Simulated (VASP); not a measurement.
# Co (P-3m1) in VASP: further runs

Co is run at these levels: PBE; tasks: single point.

All numbers are computed with VASP 6.6.1; they aren't measurements. Logs are shortened: lines on timing, memory, paths and dates and some standing lists are left out, and cuts for length are marked.

## (1) The cell of the first run

The structure is trigonal, space group P-3m1 (No. 164). The conventional cell has a = 2.209 Å, b = 2.209 Å, c = 3.608 Å, α = 90.00°, β = 90.00°, γ = 120.00°. Co (site symmetry 3m) has 12 Co at 2.15 to 2.27 Å within 2.8 Å.

## (2) Single point, PBE (volume scaled by 0.7)

The input, INCAR:

```
PREC = Accurate ; ENCUT = 520
EDIFF = 1E-6 ; ISMEAR = -1
SIGMA = 0.08 ; LREAL = F
LASPH = T ; NELM = 60
ALGO = Normal ; ISIF = 2
LWAVE = F ; LCHARG = F
GGA = PE ; NBANDS = 16
```

The input, KPOINTS:

```
Automatic mesh
0
Gamma
  15 15 8
```

The input, POSCAR:

```
Co
1.0
    2.2085412252      0.0000000000      0.0000000000
   -1.1042706126      1.9126528064      0.0000000000
    0.0000000000      0.0000000000      3.6078110103
Co
2
Direct
    0.6666666667      0.3333333333      0.2598610000
    0.3333333333      0.6666666667      0.7401390000
```

Potentials or basis: VASP PAW PBE potentials, release 64 (Co).

On the command line:

```bash
cat potpaw_PBE.64/Co/POTCAR > POTCAR
mpirun -np 1 vasp_std > vasp.out
```

OUTCAR:

```text
PREC = Accurate
   ENCUT = 520
   EDIFF = 1E-6
   ISMEAR = -1
   LREAL = F
   LASPH = T
   NELM = 60
   ISIF = 2
   GGA = PE

 ion  position               nearest neighbor table
   1  0.667  0.333  0.260-   2 2.15   2 2.15   2 2.15   2 2.27   2 2.27   2 2.27   2 3.08   2 3.08
                             2 3.08
   2  0.333  0.667  0.740-   1 2.15   1 2.15   1 2.15   1 2.27   1 2.27   1 2.27   1 3.08   1 3.08
                             1 3.08

  LATTYP: Found a hexagonal cell.
 ALAT       =     2.2085412252
 C/A-ratio  =     1.6335719565

  Lattice vectors:

 A1 = (   2.2085412252,   0.0000000000,   0.0000000000)
 A2 = (  -1.1042706126,   1.9126528064,   0.0000000000)
 A3 = (   0.0000000000,   0.0000000000,   3.6078110103)

Analysis of symmetry for initial positions (statically):
=====================================================================
 Subroutine PRICEL returns:
 Original cell was already a primitive cell.

 Routine SETGRP: Setting up the symmetry group for a
 hexagonal supercell.

 Subroutine GETGRP returns: Found 12 space group operations
 (whereof 12 operations were pure point group operations)
 out of a pool of 24 trial point group operations.

The static configuration has the point symmetry D_3d.

Analysis of symmetry for dynamics (positions and initial velocities):
=====================================================================
 Subroutine PRICEL returns:
 Original cell was already a primitive cell.

 Routine SETGRP: Setting up the symmetry group for a
 hexagonal supercell.

 Subroutine GETGRP returns: Found 12 space group operations
 (whereof 12 operations were pure point group operations)
 out of a pool of 24 trial point group operations.

The dynamic configuration has the point symmetry D_3d.

 Subroutine INISYM returns: Found 12 space group operations
 (whereof 12 operations are pure point group operations),
 and found     1 'primitive' translations

----------------------------------------------------------------------------------------

                                     Primitive cell

  volume of cell :      15.2400

  direct lattice vectors                    reciprocal lattice vectors
     2.208541225  0.000000000  0.000000000     0.452787563  0.261417022  0.000000000
    -1.104270613  1.912652806  0.000000000     0.000000000  0.522834043  0.000000000
     0.000000000  0.000000000  3.607811010     0.000000000  0.000000000  0.277176381

  length of vectors
     2.208541225  2.208541225  3.607811010     0.522834043  0.522834043  0.277176381

  position of ions in fractional coordinates (direct lattice)
     0.666666667  0.333333333  0.259861000
     0.333333333  0.666666667  0.740139000

  ion indices of the primitive-cell ions
   primitive index   ion index
                 1           1
                 2           2

----------------------------------------------------------------------------------------

 KPOINTS: Automatic mesh

Automatic generation of k-mesh.
 Grid dimensions read from file:
 generate k-points for:   15   15    8

 Generating k-lattice:

  Cartesian coordinates                     Fractional coordinates (reciprocal lattice)
     0.030185838  0.017427801  0.000000000     0.066666667  0.000000000  0.000000000
     0.000000000  0.034855603  0.000000000     0.000000000  0.066666667  0.000000000
     0.000000000  0.000000000  0.034647048     0.000000000  0.000000000  0.125000000

  Length of vectors
     0.034855603  0.034855603  0.034647048

  Shift w.r.t. Gamma in fractional coordinates (k-lattice)
     0.000000000  0.000000000  0.000000000

 Subroutine IBZKPT returns following result:
 ===========================================

 Found    192 irreducible k-points:

 Following reciprocal coordinates:
            Coordinates               Weight
  0.000000  0.000000  0.000000      1.000000
  0.066667 -0.000000  0.000000      6.000000
  0.133333 -0.000000  0.000000      6.000000
  0.200000 -0.000000  0.000000      6.000000
  0.266667 -0.000000  0.000000      6.000000
  0.333333  0.000000  0.000000      6.000000
[... 16 lines left out ...]
  0.333333  0.200000  0.000000     12.000000
  0.400000  0.200000  0.000000      6.000000
 [... further k-points ...]
   k-points           NKPTS =    192   k-points in BZ     NKDIM =    192   number of bands    NBANDS=     16
   number of dos      NEDOS =    301   number of ions     NIONS =      2
   total plane-waves  NPLWV =   7168
   dimension x,y,z NGX =    16 NGY =   16 NGZ =   28
   dimension x,y,z NGXF=    32 NGYF=   32 NGZF=   56
   ions per type =               2
   NGX,Y,Z   is equivalent  to a cutoff of  12.04, 12.04, 12.90 a.u.
   NGXF,Y,Z  is equivalent  to a cutoff of  24.09, 24.09, 25.80 a.u.
 SYSTEM =  unknown system
   PREC   = accura    normal or accurate (medium, high low for compatibility)
   ISTART =      0    job   : 0-new  1-cont  2-samecut
   ICHARG =      2    charge: 1-file 2-atom 10-const
   ISPIN  =      1    spin polarized calculation?
   LNONCOLLINEAR =      F non collinear calculations
   LSORBIT =      F    spin-orbit coupling
   LASPH  =      T    aspherical Exc in radial PAW
   ENCUT  =  520.0 eV  38.22 Ry    6.18 a.u.   4.11  4.11  6.71*2*pi/ulx,y,z
   NELM   =     60;   NELMIN=  2; NELMDL= -5     # of ELM steps
   EDIFF  = 0.1E-05   stopping-criterion for ELM
   LREAL  =      F    real-space projection
   EDIFFG = 0.1E-04   stopping-criterion for IOM
   NSW    =      0    number of steps for IOM
   IBRION =     -1    ionic relax: 0-MD 1-quasi-New 2-CG
   NFREE  =      0    steps in history (QN), initial steepest desc. (CG)
   ISIF   =      2    stress and relaxation
   ISYM   =      2    0-nonsym 1-usesym 2-fastsym
   POTIM  = 0.5000    time-step for ionic-motion
   TEBEG  =    0.0;   TEEND  =   0.0 temperature during run
   PSTRESS=    0.0 pullay stress
   NELECT =      18.0000    total number of electrons
   NUPDOWN=      -1.0000    fix difference up-down
   EMIN   =  10.00;   EMAX   =-10.00  energy-range for DOS
   EFERMI =   0.00;   METHOD = LEGACY
   ISMEAR =    -1;   SIGMA  =   0.08  broadening in eV -4-tet -1-fermi 0-gaus
   EFERMI_NEDOS =   21; number of points for ismear=-14 and -15
   IALGO  =     38    algorithm
   IMIX   =      4    mixing-type and parameters
     AMIX     =   0.40;   BMIX     =  1.00
     AMIX_MAG =   1.60;   BMIX_MAG =  1.00
  volume/ion in A,a.u.               =       7.62        51.42
  Fermi-wavevector in a.u.,A,eV,Ry     =   1.730496  3.270163 40.744215  2.994615
  Thomas-Fermi vector in A             =   2.805041
   LORBIT       =      0    0 simple, 1 ext, 2 COOP (PROOUT), +10 PAW based schemes
   GGA     = PE    functional components
   LHFCALC =     F    Hartree Fock is set to
   AEXX    =    0.0000 exact exchange contribution
   IVDW    =     0    specifies the selected vdW correction
   LEPSILON=     F    determine dielectric tensor
   LRPA    =     F    only Hartree local field effects (RPA)
 non-spin polarized calculation
  energy-cutoff  :      520.00
  volume of cell :       15.24
 maximum number of plane-waves:       426
   NGX =  9   NGY =  9   NGZ = 13

 number of electron      17.9999992 magnetization

 Free energy of the ion-electron system (eV)
  ---------------------------------------------------
  ext. energy  EPLUGINS =         0.00000000
  ---------------------------------------------------
  free energy    TOTEN  =       -11.66486884 eV

  energy without entropy =      -11.59146805  energy(sigma->0) =      -11.62816844

 E-fermi :  16.5866     XC(G=0): -15.6390

 val. band max:       16.5834001613   @ k =   0.2667  -0.0000   0.3750
 cond. band min:      16.5909538820   @ k =   0.3333   0.0667   0.3750
 fundamental gap:      0.0075537207
 Fermi energy:        16.5866246865

 k-point     1 :       0.0000    0.0000    0.0000
  band No.  band energies     occupation
      1       5.2357      2.00000
      2       9.4024      2.00000
      3      13.4458      2.00000
      4      13.5575      2.00000
      5      13.5575      2.00000
      6      14.0868      2.00000
[... 8 lines left out ...]
     15      45.1860      0.00000
     16      45.5961      0.00000

 k-point     2 :       0.0667   -0.0000    0.0000
  band No.  band energies     occupation
      1       5.4453      2.00000
      2       9.5472      2.00000
      3      13.1818      2.00000
      4      13.6848      2.00000
      5      13.7691      2.00000
      6      14.0120      2.00000
[... 8 lines left out ...]
     15      44.4804      0.00000
     16      45.3493      0.00000

 k-point     3 :       0.1333   -0.0000    0.0000
  band No.  band energies     occupation
      1       6.0530      2.00000
      2       9.9328      2.00000
      3      12.7731      2.00000
      4      13.5738      2.00000
      5      13.8014      2.00000
      6      14.0496      2.00000
[... 8 lines left out ...]
     15      43.0382      0.00000
     16      43.7816      0.00000

 k-point     4 :       0.2000   -0.0000    0.0000
  band No.  band energies     occupation
      1       6.9885      2.00000
      2      10.3794      2.00000
      3      12.2828      2.00000
      4      12.6393      2.00000
      5      13.5670      2.00000
      6      14.1777      2.00000
[... 8 lines left out ...]
     15      41.4429      0.00000
     16      42.2976      0.00000

 k-point     5 :       0.2667   -0.0000    0.0000
  band No.  band energies     occupation
      1       8.1030      2.00000
      2      10.5485      2.00000
      3      11.5506      2.00000
      4      12.3523      2.00000
      5      13.5039      2.00000
      6      13.9004      2.00000
[... 8 lines left out ...]
     15      39.3538      0.00000
     16      40.0930      0.00000

 k-point     6 :       0.3333    0.0000    0.0000
  band No.  band energies     occupation
      1       9.1110      2.00000
      2      10.3620      2.00000
      3      10.8917      2.00000
      4      12.5161      2.00000
      5      13.6422      2.00000
      6      13.7147      2.00000
[... 8 lines left out ...]
     15      37.5113      0.00000
     16      37.6011      0.00000

 k-point     7 :       0.4000    0.0000    0.0000
  band No.  band energies     occupation
      1       9.6429      2.00000
      2      10.1640      2.00000
      3      10.4391      2.00000
      4      12.9570      2.00000
      5      13.4503      2.00000
      6      13.7388      2.00000
[... 8 lines left out ...]
     15      35.1648      0.00000
     16      36.3055      0.00000

 k-point     8 :       0.4667   -0.0000    0.0000
  band No.  band energies     occupation
      1       9.6952      2.00000
      2      10.1497      2.00000
      3      10.2084      2.00000
      4      13.3488      2.00000
      5      13.3867      2.00000
      6      13.6362      2.00000
[... 8 lines left out ...]
     15      33.2361      0.00000
     16      35.6066      0.00000

 k-point     9 :       0.0667    0.0667    0.0000
  band No.  band energies     occupation
      1       5.8544      2.00000
      2       9.8153      2.00000
      3      12.8825      2.00000
      4      13.8589      2.00000
      5      13.9042      2.00000
      6      13.9558      2.00000
[... 8 lines left out ...]
     15      42.3396      0.00000
     16      45.4454      0.00000
[... 172 lines left out ...]
 k-point    19 :       0.3333    0.1333    0.0000
  band No.  band energies     occupation
      1      10.1440      2.00000
      2      10.4551      2.00000
      3      10.5623      2.00000
      4      12.3880      2.00000
      5      13.1420      2.00000
      6      13.7786      2.00000
[... 8 lines left out ...]
     15      32.7206      0.00000
     16      35.5098      0.00000

 k-point    20 :       0.4000    0.1333    0.0000
  band No.  band energies     occupation
      1      10.1010      2.00000
      2      10.3333      2.00000
      3      10.5459      2.00000
      4      12.7988      2.00000
      5      13.1660      2.00000
      6      13.5572      2.00000
[... 8 lines left out ...]
     15      31.9828      0.00000
     16      33.5742      0.00000

 k-point    21 :       0.2000    0.2000    0.0000
  band No.  band energies     occupation
      1       9.6661      2.00000
      2      10.9270      2.00000
      3      11.2040      2.00000
      4      11.4369      2.00000
      5      13.0992      2.00000
      6      13.8054      2.00000
[... 8 lines left out ...]
     15      32.5434      0.00000
     16      38.5702      0.00000

 k-point    22 :       0.2667    0.2000    0.0000
  band No.  band energies     occupation
      1      10.4764      2.00000
      2      10.6243      2.00000
      3      10.9793      2.00000
      4      11.6382      2.00000
      5      12.9743      2.00000
      6      13.8645      2.00000
[... 8 lines left out ...]
     15      31.4487      0.00000
     16      36.8790      0.00000

 k-point    23 :       0.3333    0.2000    0.0000
  band No.  band energies     occupation
      1      10.3638      2.00000
      2      10.7262      2.00000
      3      10.8648      2.00000
      4      12.1262      2.00000
      5      12.9835      2.00000
      6      13.5580      2.00000
[... 8 lines left out ...]
     15      31.4464      0.00000
     16      34.8965      0.00000

 k-point    24 :       0.4000    0.2000    0.0000
  band No.  band energies     occupation
      1      10.2929      2.00000
      2      10.6420      2.00000
      3      10.9191      2.00000
      4      12.3610      2.00000
      5      13.0411      2.00000
      6      13.3951      2.00000
[... 8 lines left out ...]
     15      32.0368      0.00000
     16      33.4698      0.00000

 [... further k-points ...]
[... 5 lines left out ...]
  --------------------------------------------------------------------------------------
  -------------------------------------------------------------------------------------
  Total       15.1546356     15.1546356     14.5139491      0.0000000     -0.0000000      0.0000000
  in kB     1593.2012842   1593.2012843   1525.8461475      0.0000000     -0.0000000      0.0000000
  external PRESSURE =    1570.7495720 kB  Pullay stress =       0.0000000 kB

 VOLUME and BASIS-vectors are now :
 -----------------------------------------------------------------------------
  energy-cutoff  :      520.00
  volume of cell :       15.24
      direct lattice vectors                 reciprocal lattice vectors
     2.208541225  0.000000000  0.000000000     0.452787563  0.261417022  0.000000000
    -1.104270613  1.912652806  0.000000000     0.000000000  0.522834043  0.000000000
     0.000000000  0.000000000  3.607811010     0.000000000  0.000000000  0.277176381

 POSITION                                       TOTAL-FORCE (eV/Angst)
 -----------------------------------------------------------------------------------
      1.10427      0.63755      0.93753        -0.000000      0.000000     -2.291005
     -0.00000      1.27510      2.67028         0.000000      0.000000      2.291005
 -----------------------------------------------------------------------------------
    total drift:                               -0.000000      0.000000      0.000000

  FREE ENERGIE OF THE ION-ELECTRON SYSTEM (eV)
  ---------------------------------------------------
  free  energy   TOTEN  =       -11.6648688416 eV

  energy  without entropy=      -11.5914680468  energy(sigma->0) =      -11.62816844
```

It took 16 s on 1 thread of Intel Xeon 6975P-C (Granite Rapids), shared host; peak memory 0.15 GiB.

What came out:

```yaml
Free_energy: -11.6649 eV
Pressure: 157.1 GPa
Largest_force: 2.291 eV/Å
Band_gap_on_the_k_mesh: zero (band 9 reaches 17.13 eV, above the bottom of band 10 at 14.77 eV)
```

Forces in eV/Å, atoms in the order of the input:
```
Co   0.000  0.000 -2.291
Co   0.000  0.000  2.291
```

Stress tensor (GPa, compression positive):
```
159.32   0.00   0.00
  0.00 159.32   0.00
  0.00   0.00 152.58
```

Caveat: the run has no spin polarisation, though such a crystal can be magnetic; forces of over 1 eV/Å act on the atoms, so gaps and moduli don't describe the material at rest. Spin polarisation is off, so any magnetic state and its effect on volume and gap are missing.

(Continued in part 2 of 2.)
